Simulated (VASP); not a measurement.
# W (Im-3m) in VASP: a series of runs

The runs below take W through single point, with PBE.

Everything below comes from runs of VASP 6.6.1. Logs are shortened: lines on timing, memory, paths and dates and some standing lists are left out, and cuts for length are marked.

## (1) The cell of the first run

Symmetry: Im-3m, No. 229, cubic system. The conventional cell has a = 3.221 Å, b = 3.221 Å, c = 3.221 Å, α = 90.00°, β = 90.00°, γ = 90.00°. W (site symmetry m-3m) has 14 W at 2.79 to 3.22 Å within 3.7 Å.

## (2) Single point, PBE (volume scaled by 1.025)

Input file INCAR:

```
PREC = Accurate
ENCUT = 520
EDIFF = 1E-7
ISMEAR = -1
SIGMA = 0.03
LREAL = F
LASPH = T
NELM = 100
ALGO = Normal
ISIF = 2
LWAVE = F
LCHARG = F
GGA = PE
NBANDS = 13
```

Input file KPOINTS:

```
Automatic mesh
0
Gamma
  14 14 14
```

Input file POSCAR:

```
W
1.0
   -1.6105014251      1.6105014251      1.6105014251
    1.6105014251     -1.6105014251      1.6105014251
    1.6105014251      1.6105014251     -1.6105014251
W
1
Direct
    0.0000000000      0.0000000000      0.0000000000
```

Potentials or basis: VASP PAW PBE potentials, release 64 (W_sv).

On the command line:

```bash
$ cat potpaw_PBE.64/W_sv/POTCAR > POTCAR
$ mpirun -np 1 vasp_std > vasp.out
```

OUTCAR:

```text
PREC = Accurate
   ENCUT = 520
   EDIFF = 1E-7
   ISMEAR = -1
   LREAL = F
   LASPH = T
   NELM = 100
   ISIF = 2
   GGA = PE

 ion  position               nearest neighbor table
   1  0.000  0.000  0.000-

  LATTYP: Found a body centered cubic cell.
 ALAT       =     3.2210028502

  Lattice vectors:

 A1 = (  -1.6105014251,   1.6105014251,   1.6105014251)
 A2 = (   1.6105014251,  -1.6105014251,   1.6105014251)
 A3 = (   1.6105014251,   1.6105014251,  -1.6105014251)

Analysis of symmetry for initial positions (statically):
=====================================================================
 Subroutine PRICEL returns:
 Original cell was already a primitive cell.

 Routine SETGRP: Setting up the symmetry group for a
 body centered cubic supercell.

 Subroutine GETGRP returns: Found 48 space group operations
 (whereof 48 operations were pure point group operations)
 out of a pool of 48 trial point group operations.

The static configuration has the point symmetry O_h .

Analysis of symmetry for dynamics (positions and initial velocities):
=====================================================================
 Subroutine PRICEL returns:
 Original cell was already a primitive cell.

 Routine SETGRP: Setting up the symmetry group for a
 body centered cubic supercell.

 Subroutine GETGRP returns: Found 48 space group operations
 (whereof 48 operations were pure point group operations)
 out of a pool of 48 trial point group operations.

The dynamic configuration has the point symmetry O_h .

 Subroutine INISYM returns: Found 48 space group operations
 (whereof 48 operations are pure point group operations),
 and found     1 'primitive' translations

----------------------------------------------------------------------------------------

                                     Primitive cell

  volume of cell :      16.7087

  direct lattice vectors                    reciprocal lattice vectors
    -1.610501425  1.610501425  1.610501425     0.000000000  0.310462315  0.310462315
     1.610501425 -1.610501425  1.610501425     0.310462315  0.000000000  0.310462315
     1.610501425  1.610501425 -1.610501425     0.310462315  0.310462315  0.000000000

  length of vectors
     2.789470294  2.789470294  2.789470294     0.439060016  0.439060016  0.439060016

  position of ions in fractional coordinates (direct lattice)
     0.000000000  0.000000000  0.000000000

  ion indices of the primitive-cell ions
   primitive index   ion index
                 1           1

----------------------------------------------------------------------------------------

 KPOINTS: Automatic mesh

Automatic generation of k-mesh.
 Grid dimensions read from file:
 generate k-points for:   14   14   14

 Generating k-lattice:

  Cartesian coordinates                     Fractional coordinates (reciprocal lattice)
     0.000000000  0.022175880  0.022175880     0.071428571  0.000000000  0.000000000
     0.022175880  0.000000000  0.022175880     0.000000000  0.071428571  0.000000000
     0.022175880  0.022175880  0.000000000     0.000000000  0.000000000  0.071428571

  Length of vectors
     0.031361430  0.031361430  0.031361430

  Shift w.r.t. Gamma in fractional coordinates (k-lattice)
     0.000000000  0.000000000  0.000000000

 Subroutine IBZKPT returns following result:
 ===========================================

 Found    104 irreducible k-points:

 Following reciprocal coordinates:
            Coordinates               Weight
  0.000000  0.000000  0.000000      1.000000
  0.071429  0.000000  0.000000     12.000000
  0.142857  0.000000  0.000000     12.000000
  0.214286  0.000000  0.000000     12.000000
  0.285714  0.000000  0.000000     12.000000
  0.357143  0.000000  0.000000     12.000000
[... 16 lines left out ...]
  0.285714  0.285714  0.000000     24.000000
  0.357143  0.285714  0.000000     24.000000
 [... further k-points ...]
   k-points           NKPTS =    104   k-points in BZ     NKDIM =    104   number of bands    NBANDS=     13
   number of dos      NEDOS =    301   number of ions     NIONS =      1
   total plane-waves  NPLWV =  13824
   dimension x,y,z NGX =    24 NGY =   24 NGZ =   24
   dimension x,y,z NGXF=    48 NGYF=   48 NGZF=   48
   ions per type =               1
   NGX,Y,Z   is equivalent  to a cutoff of  14.30, 14.30, 14.30 a.u.
   NGXF,Y,Z  is equivalent  to a cutoff of  28.61, 28.61, 28.61 a.u.
 SYSTEM =  unknown system
   PREC   = accura    normal or accurate (medium, high low for compatibility)
   ISTART =      0    job   : 0-new  1-cont  2-samecut
   ICHARG =      2    charge: 1-file 2-atom 10-const
   ISPIN  =      1    spin polarized calculation?
   LNONCOLLINEAR =      F non collinear calculations
   LSORBIT =      F    spin-orbit coupling
   LASPH  =      T    aspherical Exc in radial PAW
   ENCUT  =  520.0 eV  38.22 Ry    6.18 a.u.   5.19  5.19  5.19*2*pi/ulx,y,z
   NELM   =    100;   NELMIN=  2; NELMDL= -5     # of ELM steps
   EDIFF  = 0.1E-06   stopping-criterion for ELM
   LREAL  =      F    real-space projection
   EDIFFG = 0.1E-05   stopping-criterion for IOM
   NSW    =      0    number of steps for IOM
   IBRION =     -1    ionic relax: 0-MD 1-quasi-New 2-CG
   NFREE  =      0    steps in history (QN), initial steepest desc. (CG)
   ISIF   =      2    stress and relaxation
   ISYM   =      2    0-nonsym 1-usesym 2-fastsym
   POTIM  = 0.5000    time-step for ionic-motion
   TEBEG  =    0.0;   TEEND  =   0.0 temperature during run
   PSTRESS=    0.0 pullay stress
   NELECT =      14.0000    total number of electrons
   NUPDOWN=      -1.0000    fix difference up-down
   EMIN   =  10.00;   EMAX   =-10.00  energy-range for DOS
   EFERMI =   0.00;   METHOD = LEGACY
   ISMEAR =    -1;   SIGMA  =   0.03  broadening in eV -4-tet -1-fermi 0-gaus
   EFERMI_NEDOS =   21; number of points for ismear=-14 and -15
   IALGO  =     38    algorithm
   IMIX   =      4    mixing-type and parameters
     AMIX     =   0.40;   BMIX     =  1.00
     AMIX_MAG =   1.60;   BMIX_MAG =  1.00
  volume/ion in A,a.u.               =      16.71       112.76
  Fermi-wavevector in a.u.,A,eV,Ry     =   1.543369  2.916544 32.408906  2.381987
  Thomas-Fermi vector in A             =   2.649041
   LORBIT       =      0    0 simple, 1 ext, 2 COOP (PROOUT), +10 PAW based schemes
   GGA     = PE    functional components
   LHFCALC =     F    Hartree Fock is set to
   AEXX    =    0.0000 exact exchange contribution
   IVDW    =     0    specifies the selected vdW correction
   LEPSILON=     F    determine dielectric tensor
   LRPA    =     F    only Hartree local field effects (RPA)
 non-spin polarized calculation
  energy-cutoff  :      520.00
  volume of cell :       16.71
 maximum number of plane-waves:       466
 NGX is ok and might be reduce to    24
   NGX = 11   NGY = 11   NGZ = 11

 number of electron      13.9999999 magnetization

 Free energy of the ion-electron system (eV)
  ---------------------------------------------------
  ext. energy  EPLUGINS =         0.00000000
  ---------------------------------------------------
  free energy    TOTEN  =       -12.93324403 eV

  energy without entropy =      -12.93141828  energy(sigma->0) =      -12.93233116

 E-fermi :  10.7763     XC(G=0): -13.3476

 val. band max:       10.7705562618   @ k =  -0.4286   0.5000   0.2857
 cond. band min:      10.8141688609   @ k =   0.5000   0.5000   0.2857
 fundamental gap:      0.0436125991
 Fermi energy:        10.7763286444

 k-point     1 :       0.0000    0.0000    0.0000
  band No.  band energies     occupation
      1     -63.5794      2.00000
      2     -27.2105      2.00000
      3     -27.2105      2.00000
      4     -27.2105      2.00000
      5       1.3540      2.00000
      6       9.5420      2.00000
      7       9.5420      2.00000
      8       9.5420      2.00000
      9      12.8244      0.00000
     10      12.8244      0.00000
     11      25.0924      0.00000
     12      25.0924      0.00000
     13      25.0924      0.00000

 k-point     2 :       0.0714    0.0000    0.0000
  band No.  band energies     occupation
      1     -63.5742      2.00000
      2     -27.2677      2.00000
      3     -27.2286      2.00000
      4     -27.2107      2.00000
      5       1.5852      2.00000
      6       9.4045      2.00000
      7       9.5092      2.00000
      8       9.7639      2.00000
      9      12.6145      0.00000
     10      12.8272      0.00000
     11      25.2815      0.00000
     12      25.4867      0.00000
     13      25.6266      0.00000

 k-point     3 :       0.1429    0.0000    0.0000
  band No.  band energies     occupation
      1     -63.5596      2.00000
      2     -27.4257      2.00000
      3     -27.2791      2.00000
      4     -27.2113      2.00000
      5       2.2386      2.00000
      6       9.0420      2.00000
      7       9.3514      2.00000
      8      10.4178      1.99999
      9      12.2543      0.00000
     10      12.8517      0.00000
     11      25.6634      0.00000
     12      26.6145      0.00000
     13      26.7986      0.00000

 k-point     4 :       0.2143    0.0000    0.0000
  band No.  band energies     occupation
      1     -63.5385      2.00000
      2     -27.6483      2.00000
      3     -27.3512      2.00000
      4     -27.2121      2.00000
      5       3.1765      2.00000
      6       8.5675      2.00000
      7       9.0535      2.00000
      8      11.4652      0.00000
      9      12.1572      0.00000
     10      12.9320      0.00000
     11      25.5766      0.00000
     12      27.1415      0.00000
     13      28.3453      0.00000

 k-point     5 :       0.2857    0.0000    0.0000
  band No.  band energies     occupation
      1     -63.5150      2.00000
      2     -27.8880      2.00000
      3     -27.4302      2.00000
      4     -27.2131      2.00000
      5       4.1064      2.00000
      6       8.0940      2.00000
      7       8.9507      2.00000
      8      12.3611      0.00000
      9      12.8311      0.00000
     10      13.0902      0.00000
     11      24.5824      0.00000
     12      25.5668      0.00000
     13      30.5262      0.00000

 k-point     6 :       0.3571    0.0000    0.0000
  band No.  band energies     occupation
      1     -63.4937      2.00000
      2     -28.0977      2.00000
      3     -27.5004      2.00000
      4     -27.2140      2.00000
      5       4.6385      2.00000
      6       7.7053      2.00000
      7       9.4998      2.00000
      8      12.6492      0.00000
      9      13.3086      0.00000
     10      14.3681      0.00000
     11      23.3300      0.00000
     12      23.4174      0.00000
     13      29.9124      0.00000

 k-point     7 :       0.4286    0.0000    0.0000
  band No.  band energies     occupation
      1     -63.4789      2.00000
      2     -28.2397      2.00000
      3     -27.5485      2.00000
      4     -27.2147      2.00000
      5       4.7556      2.00000
      6       7.4535      2.00000
      7      10.5579      1.99862
      8      12.7700      0.00000
      9      13.5148      0.00000
     10      15.7572      0.00000
     11      21.6496      0.00000
     12      22.3916      0.00000
     13      27.7067      0.00000
[... 193 lines left out ...]
 k-point    20 :       0.2143    0.2143    0.0000
  band No.  band energies     occupation
      1     -63.4881      2.00000
      2     -28.0388      2.00000
      3     -27.5522      2.00000
      4     -27.3053      2.00000
      5       5.5136      2.00000
      6       7.7836      2.00000
      7       8.3696      2.00000
      8      12.1050      0.00000
      9      13.5719      0.00000
     10      15.4151      0.00000
     11      22.8109      0.00000
     12      25.7607      0.00000
     13      27.0987      0.00000

 k-point    21 :       0.2857    0.2143    0.0000
  band No.  band energies     occupation
      1     -63.4736      2.00000
      2     -28.1094      2.00000
      3     -27.6600      2.00000
      4     -27.3200      2.00000
      5       5.9486      2.00000
      6       7.6410      2.00000
      7       8.6815      2.00000
      8      12.4281      0.00000
      9      13.6008      0.00000
     10      17.1511      0.00000
     11      20.9530      0.00000
     12      24.4925      0.00000
     13      26.4430      0.00000

 k-point    22 :       0.3571    0.2143    0.0000
  band No.  band energies     occupation
      1     -63.4656      2.00000
      2     -28.1392      2.00000
      3     -27.7308      2.00000
      4     -27.3261      2.00000
      5       6.0123      2.00000
      6       7.6198      2.00000
      7       9.0945      2.00000
      8      12.6128      0.00000
      9      13.7938      0.00000
     10      18.5185      0.00000
     11      19.4755      0.00000
     12      23.4449      0.00000
     13      26.2829      0.00000

 k-point    23 :       0.2857    0.2857    0.0000
  band No.  band energies     occupation
      1     -63.4644      2.00000
      2     -28.0806      2.00000
      3     -27.7946      2.00000
      4     -27.3400      2.00000
      5       6.3874      2.00000
      6       7.6961      2.00000
      7       8.5867      2.00000
      8      12.7844      0.00000
      9      13.5525      0.00000
     10      18.8304      0.00000
     11      19.4699      0.00000
     12      23.3013      0.00000
     13      26.7810      0.00000

 k-point    24 :       0.3571    0.2857    0.0000
  band No.  band energies     occupation
      1     -63.4611      2.00000
      2     -28.0394      2.00000
      3     -27.8749      2.00000
      4     -27.3458      2.00000
      5       6.4971      2.00000
      6       7.8418      2.00000
      7       8.4787      2.00000
      8      13.0135      0.00000
      9      13.5589      0.00000
     10      18.4673      0.00000
     11      20.2670      0.00000
     12      22.2659      0.00000
     13      27.2002      0.00000

 [... further k-points ...]
[... 5 lines left out ...]
  --------------------------------------------------------------------------------------
  -------------------------------------------------------------------------------------
  Total       -0.9525957     -0.9525957     -0.9525957     -0.0000000     -0.0000000      0.0000000
  in kB      -91.3431251    -91.3431251    -91.3431251     -0.0000000     -0.0000000      0.0000000
  external PRESSURE =     -91.3431251 kB  Pullay stress =       0.0000000 kB

 VOLUME and BASIS-vectors are now :
 -----------------------------------------------------------------------------
  energy-cutoff  :      520.00
  volume of cell :       16.71
      direct lattice vectors                 reciprocal lattice vectors
    -1.610501425  1.610501425  1.610501425     0.000000000  0.310462315  0.310462315
     1.610501425 -1.610501425  1.610501425     0.310462315  0.000000000  0.310462315
     1.610501425  1.610501425 -1.610501425     0.310462315  0.310462315  0.000000000

 POSITION                                       TOTAL-FORCE (eV/Angst)
 -----------------------------------------------------------------------------------
      0.00000      0.00000      0.00000        -0.000000      0.000000      0.000000
 -----------------------------------------------------------------------------------
    total drift:                                0.000000      0.000000     -0.000000

  FREE ENERGIE OF THE ION-ELECTRON SYSTEM (eV)
  ---------------------------------------------------
  free  energy   TOTEN  =       -12.9332440329 eV

  energy  without entropy=      -12.9314182814  energy(sigma->0) =      -12.93233116
```

It took 11 s on 1 thread of Intel Xeon Platinum 8488C (Sapphire Rapids), shared host; peak memory 0.15 GiB.

What came out:

```
Free energy            : -12.9332 eV
Pressure               : -9.1 GPa
Band gap on the k mesh : zero (band 7 reaches 15.48 eV, above the bottom of band 8 at 9.54 eV)
```

Levels at points of the mesh, in eV from the Fermi level:
```
           k point  band 4  band 5  band 6  band 7  band 8  band 9  band 10  band 11
(0.00, 0.00, 0.00)  -37.99   -9.42   -1.23   -1.23   -1.23    2.05     2.05    14.32
(0.50, 0.00, 0.00)  -37.99   -6.02   -3.41    0.43    1.91    2.83     5.60    10.16
(0.50, 0.50, 0.50)  -38.75   -5.51   -5.51    4.70    4.70    4.70     7.75     7.75
```

Caveat: spin-orbit coupling is left out, which moves the levels of the heavy elements.

(Continued in part 2 of 2.)
